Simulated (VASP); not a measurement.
# Si (a cell with a defect) in VASP: further runs

Si (a cell with a defect) is run at these levels: PBE; tasks: single point.

Program: VASP 6.6.1. These are calculated values, not measurements. Logs are shortened: lines on timing, memory, paths and dates and some standing lists are left out, and cuts for length are marked.

### Step 1. The cell of the first run

The cell holds a defect, 17 atoms: a = 7.679 Å, b = 7.679 Å, c = 7.679 Å, α = 60.00°, β = 60.00°, γ = 60.00°.

### Step 2. Single point, PBE

INCAR

```
  PREC = Accurate
  ENCUT = 520
  EDIFF = 1E-6
  ISMEAR = 0
  SIGMA = 0.02
  LREAL = Auto
  LASPH = T
  NELM = 80
  ALGO = Normal
  ISIF = 2
  LWAVE = F
  LCHARG = F
  GGA = PE
  NBANDS = 48
```

KPOINTS

```
regular mesh
0
Gamma
  2 2 2
```

POSCAR

```
Si
1.0
    0.0000000000      5.4300000000      5.4300000000
    5.4300000000      0.0000000000      5.4300000000
    5.4300000000      5.4300000000      0.0000000000
Si
17
Direct
    0.0194238490     -0.0573122468      0.0192873849
    0.1104114180      0.1242627993      0.1115959484
   -0.0150651013      0.0069348987      0.5041404236
    0.1091023020      0.1249140884      0.6545805709
   -0.0059519337      0.4965688766     -0.0055848987
    0.1455118785      0.5614958564      0.1463840700
   -0.0061156538      0.4971797422      0.5146386740
    0.1168440147      0.6360171271      0.6236383057
    0.5037431860      0.0072890424     -0.0146002762
    0.6550374770      0.1258544199      0.1090319521
    0.5033902394      0.0076084715      0.5034276243
    0.6128471455      0.1597697974      0.6135171271
    0.5135704420      0.4980859116     -0.0058450276
    0.6232814917      0.6364894107      0.1168522099
    0.4885972376      0.5344307551      0.4886082873
    0.6231337937      0.6369157459      0.6233744936
    0.2963807551      0.1127978821      0.2958711786
```

Potentials or basis: VASP PAW PBE potentials, release 64 (Si).

The run is started by

```
cat potpaw_PBE.64/Si/POTCAR > POTCAR
mpirun -np 1 vasp_std > vasp.out
```

OUTCAR:

```text
PREC = Accurate
   ENCUT = 520
   EDIFF = 1E-6
   ISMEAR = 0
   LREAL = Auto
   LASPH = T
   NELM = 80
   ISIF = 2
   GGA = PE

 ion  position               nearest neighbor table
   1  0.019  0.943  0.019-  10 2.32   4 2.32   2 2.32   6 2.39
   2  0.110  0.124  0.112-   1 2.32   5 2.34  17 2.41   3 2.46   9 2.47
   3  0.985  0.007  0.504-   8 2.33  12 2.34  17 2.40   2 2.46   4 2.47
   4  0.109  0.125  0.655-   1 2.32   7 2.34  17 2.41   3 2.47  11 2.48
   5  0.994  0.497  0.994-   8 2.33  14 2.33   2 2.34   6 2.34
   6  0.146  0.561  0.146-  13 2.34   7 2.34   5 2.34   1 2.39  17 2.81
   7  0.994  0.497  0.515-  16 2.33   8 2.33   4 2.34   6 2.34
   8  0.117  0.636  0.624-   3 2.33   7 2.33   5 2.33  15 2.34
   9  0.504  0.007  0.985-  14 2.33  12 2.34  17 2.39   2 2.47  10 2.47
  10  0.655  0.126  0.109-   1 2.32  13 2.34  17 2.42   9 2.47  11 2.48
  11  0.503  0.008  0.503-  16 2.32  12 2.34  17 2.38   4 2.48  10 2.48
  12  0.613  0.160  0.614-  11 2.34   9 2.34   3 2.34  15 2.35
  13  0.514  0.498  0.994-  16 2.33  14 2.33  10 2.34   6 2.34
  14  0.623  0.636  0.117-   9 2.33  13 2.33   5 2.33  15 2.34
  15  0.489  0.534  0.489-  14 2.34  16 2.34   8 2.34  12 2.35
  16  0.623  0.637  0.623-  11 2.32  13 2.33   7 2.33  15 2.34
  17  0.296  0.113  0.296-  11 2.38   9 2.39   3 2.40   2 2.41   4 2.41  10 2.42   6 2.81

  LATTYP: Found a face centered cubic cell.
 ALAT       =    10.8600000000

  Lattice vectors:

 A1 = (   0.0000000000,   5.4300000000,   5.4300000000)
 A2 = (   5.4300000000,   0.0000000000,   5.4300000000)
 A3 = (   5.4300000000,   5.4300000000,   0.0000000000)

Analysis of symmetry for initial positions (statically):
=====================================================================
 Subroutine PRICEL returns:
 Original cell was already a primitive cell.

 Routine SETGRP: Setting up the symmetry group for a
 face centered cubic supercell.

 Subroutine GETGRP returns: Found  1 space group operations
 (whereof  1 operations were pure point group operations)
 out of a pool of 48 trial point group operations.

The static configuration has the point symmetry C_1 .

Analysis of symmetry for dynamics (positions and initial velocities):
=====================================================================
 Subroutine PRICEL returns:
 Original cell was already a primitive cell.

 Routine SETGRP: Setting up the symmetry group for a
 face centered cubic supercell.

 Subroutine GETGRP returns: Found  1 space group operations
 (whereof  1 operations were pure point group operations)
 out of a pool of 48 trial point group operations.
[... 121 lines left out ...]
   ISYM   =      2    0-nonsym 1-usesym 2-fastsym
   POTIM  = 0.5000    time-step for ionic-motion
   TEBEG  =    0.0;   TEEND  =   0.0 temperature during run
   PSTRESS=    0.0 pullay stress
   NELECT =      68.0000    total number of electrons
   NUPDOWN=      -1.0000    fix difference up-down
   EMIN   =  10.00;   EMAX   =-10.00  energy-range for DOS
   EFERMI =   0.00;   METHOD = LEGACY
   ISMEAR =     0;   SIGMA  =   0.02  broadening in eV -4-tet -1-fermi 0-gaus
   EFERMI_NEDOS =   21; number of points for ismear=-14 and -15
   IALGO  =     38    algorithm
   IMIX   =      4    mixing-type and parameters
     AMIX     =   0.40;   BMIX     =  1.00
     AMIX_MAG =   1.60;   BMIX_MAG =  1.00
  volume/ion in A,a.u.               =      18.84       127.11
  Fermi-wavevector in a.u.,A,eV,Ry     =   0.976715  1.845724 12.979587  0.953973
  Thomas-Fermi vector in A             =   2.107356
   LORBIT       =      0    0 simple, 1 ext, 2 COOP (PROOUT), +10 PAW based schemes
   GGA     = PE    functional components
   LHFCALC =     F    Hartree Fock is set to
   AEXX    =    0.0000 exact exchange contribution
   IVDW    =     0    specifies the selected vdW correction
   LEPSILON=     F    determine dielectric tensor
   LRPA    =     F    only Hartree local field effects (RPA)
 non-spin polarized calculation
 Gauss-broadening in eV      SIGMA  =   0.02
  energy-cutoff  :      520.00
  volume of cell :      320.21
 maximum number of plane-waves:      8646
 NGX is ok and might be reduce to    60
   NGX = 29   NGY = 29   NGZ = 29

 number of electron      68.0000000 magnetization

 Free energy of the ion-electron system (eV)
  ---------------------------------------------------
  ext. energy  EPLUGINS =         0.00000000
  ---------------------------------------------------
  free energy    TOTEN  =       -87.69079575 eV

  energy without entropy =      -87.68992960  energy(sigma->0) =      -87.69036267

 E-fermi :   6.7194     XC(G=0):  -9.6871

 val. band max:        6.6898975455   @ k =   0.5000   0.0000   0.5000
 cond. band min:       6.7420609191   @ k =   0.0000   0.0000   0.0000
 fundamental gap:      0.0521633736
 Fermi energy:         6.7193518142

 k-point     1 :       0.0000    0.0000    0.0000
  band No.  band energies     occupation
      1      -6.2363      2.00000
      2      -3.8990      2.00000
      3      -3.6413      2.00000
      4      -3.6410      2.00000
      5      -3.3734      2.00000
      6      -2.5972      2.00000
[... 381 lines left out ...]
     45      10.3052      0.00000
     46      10.4838      0.00000
 [bands above 46 left out]

------------------------ aborting loop because EDIFF is reached ----------------------------------------

  FORCE on cell =-STRESS in cart. coord.  units (eV):
  Direction    XX          YY          ZZ          XY          YZ          ZX
  --------------------------------------------------------------------------------------
  -------------------------------------------------------------------------------------
  Total        9.6793748      9.7803290      9.5761300      0.7505521      0.6760118     -0.5958930
  in kB       48.4315541     48.9366867     47.9149603      3.7554496      3.3824813     -2.9816002
  external PRESSURE =      48.4277337 kB  Pullay stress =       0.0000000 kB

 VOLUME and BASIS-vectors are now :
 -----------------------------------------------------------------------------
  energy-cutoff  :      520.00
  volume of cell :      320.21
      direct lattice vectors                 reciprocal lattice vectors
     0.000000000  5.430000000  5.430000000    -0.092081031  0.092081031  0.092081031
     5.430000000  0.000000000  5.430000000     0.092081031 -0.092081031  0.092081031
     5.430000000  5.430000000  0.000000000     0.092081031  0.092081031 -0.092081031

 POSITION                                       TOTAL-FORCE (eV/Angst)
 -----------------------------------------------------------------------------------
      5.22352      0.21020      5.22427        -0.034626      0.023683     -0.041151
      1.28071      1.20550      1.27428        -0.023498     -0.038504     -0.005651
      2.77514      8.08568      5.38585         0.005266     -0.004301      0.021424
      4.23266      4.14680      1.27071         0.014161      0.027735      0.010854
      8.09604     10.79736      8.09405         0.001726     -0.007285      0.000148
      3.84379      1.58500      3.83905        -0.045666      0.047569     -0.045067
[... 9 lines left out ...]
      6.84338      6.76854      6.84207         0.007099     -0.014798      0.006015
      2.21907      3.21593      2.22184         0.006278     -0.016265      0.002505
 -----------------------------------------------------------------------------------
    total drift:                               -0.001207      0.003274     -0.001384

  FREE ENERGIE OF THE ION-ELECTRON SYSTEM (eV)
  ---------------------------------------------------
  free  energy   TOTEN  =       -87.6907957467 eV

  energy  without entropy=      -87.6899296013  energy(sigma->0) =      -87.69036267
```

OSZICAR:

```text
N       E                     dE             d eps       ncg     rms          rms(c)
DAV:   1     0.163549630390E+03    0.16355E+03   -0.26052E+04   768   0.117E+03
DAV:   2    -0.746194555572E+02   -0.23817E+03   -0.22542E+03   928   0.171E+02
DAV:   3    -0.890289448140E+02   -0.14409E+02   -0.14053E+02  1008   0.372E+01
DAV:   4    -0.893324482657E+02   -0.30350E+00   -0.30237E+00   952   0.664E+00
DAV:   5    -0.893399322185E+02   -0.74840E-02   -0.74801E-02   976   0.994E-01    0.146E+01
DAV:   6    -0.881269223583E+02    0.12130E+01   -0.11277E+00   920   0.329E+00    0.885E+00
DAV:   7    -0.876807229513E+02    0.44620E+00   -0.11667E+00   944   0.323E+00    0.122E+00
DAV:   8    -0.876880549145E+02   -0.73320E-02   -0.72008E-02   904   0.960E-01    0.481E-01
DAV:   9    -0.876895163013E+02   -0.14614E-02   -0.80847E-03   904   0.318E-01    0.228E-01
DAV:  10    -0.876905497362E+02   -0.10334E-02   -0.29879E-03   904   0.184E-01    0.946E-02
DAV:  11    -0.876907292976E+02   -0.17956E-03   -0.36412E-04   896   0.730E-02    0.577E-02
DAV:  12    -0.876907908806E+02   -0.61583E-04   -0.98534E-05   904   0.359E-02    0.124E-02
DAV:  13    -0.876907943495E+02   -0.34689E-05   -0.17551E-05   936   0.154E-02    0.454E-03
DAV:  14    -0.876907960129E+02   -0.16634E-05   -0.27064E-06   728   0.588E-03    0.237E-03
DAV:  15    -0.876907957467E+02    0.26621E-06   -0.40468E-07   576   0.252E-03
   1 F= -.87690796E+02 E0= -.87690363E+02  d E =-.866145E-03
```

It took 3.5 min on 1 thread of Intel Xeon 6975P-C (Granite Rapids), shared host; peak memory 0.46 GiB.

Results:

* Free energy: -87.6908 eV
* Pressure: 4.8 GPa
* Largest force: 0.080 eV/Å
* Band gap on the k mesh: 0.05 eV

Forces in eV/Å, atoms in the order of the input:
```
Si  -0.035  0.024 -0.041
Si  -0.023 -0.039 -0.006
Si   0.005 -0.004  0.021
Si   0.014  0.028  0.011
Si   0.002 -0.007  0.000
Si  -0.046  0.048 -0.045
Si   0.006  0.006 -0.006
Si   0.013 -0.014  0.015
Si   0.020 -0.003  0.007
Si   0.012  0.008 -0.016
Si   0.006 -0.014  0.008
Si   0.008  0.003  0.022
Si  -0.018  0.018  0.007
Si   0.014 -0.012  0.009
Si   0.009 -0.011  0.004
Si   0.007 -0.015  0.006
Si   0.006 -0.016  0.003
```

Stress tensor (GPa, compression positive):
```
 4.84  0.38 -0.30
 0.38  4.89  0.34
-0.30  0.34  4.79
```

Caveat: the k points lie up to 0.50 Å⁻¹ apart.

(Part 1 of 2 ends here.)
